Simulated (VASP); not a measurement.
A run of VASP 6.6.1 is set up as follows.

File INCAR:

```
SYSTEM = HfO2
ALGO     = Normal         ! electronic algorithm
EDIFF    = 1E-6           ! SCF threshold, eV
EDIFFG   = -0.01          ! ionic threshold
ENCUT    = 520            ! plane-wave cutoff, eV
GGA      = PE             ! functional
IBRION   = 2              ! ionic algorithm
ISIF     = 2              ! what is computed and relaxed
ISMEAR   = -1             ! smearing method
KPAR     = 2            
LASPH    = .TRUE.         ! aspherical terms in the spheres
LCHARG   = .FALSE.        ! write CHGCAR
LREAL    = .FALSE.        ! projectors in reciprocal space
LWAVE    = .FALSE.        ! write WAVECAR
NELM     = 60             ! most SCF steps
NSW      = 60             ! ionic steps
PREC     = Accurate       ! precision mode
SIGMA    = 0.05           ! smearing width, eV
```

File KPOINTS:

```
k-points
0
G
  4 5 4
  0 0 0
```

Contents of POSCAR:

```
HfO2
1.0
    5.4282418944      0.0000000000      0.0000000000
    0.0000000000      5.0047636900      0.0000000000
    0.0000000000      0.0000000000      5.0326850500
Hf O
4 8
Direct
    0.9669940000      0.7325208200      0.7414403500
    0.5330060000      0.7325208200      0.2414403500
    0.4669940000      0.2674791800      0.7414403500
    0.0330060000      0.2674791800      0.2414403500
    0.6321274500      0.9286454000      0.8792672600
    0.8678725500      0.9286454000      0.3792672600
    0.2339485200      0.5398830500      0.4922923900
    0.2660514800      0.5398830500      0.9922923900
    0.7660514800      0.4601169500      0.9922923900
    0.7339485200      0.4601169500      0.4922923900
    0.1321274500      0.0713546000      0.8792672600
    0.3678725500      0.0713546000      0.3792672600
```

Potentials or basis: VASP PAW PBE potentials, release 64 (Hf_pv, O).

Run with:

```sh
$ cat potpaw_PBE.64/Hf_pv/POTCAR potpaw_PBE.64/O/POTCAR > POTCAR
$ mpirun -np 2 vasp_std > vasp.out
```

Task: Predict the energy gained by relaxing.

Result: 3.6 meV/atom.

Task: What does it give for the band gap on the k mesh?

Result: 4.50 eV (least direct gap 4.64 eV).

Stress tensor (GPa, compression positive):
```
-6.65  0.00  0.00
 0.00  1.23  0.00
 0.00  0.00  2.38
```

Caveat: spin-orbit coupling is left out, which moves the levels of the heavy elements. A k mesh can miss the band edges.
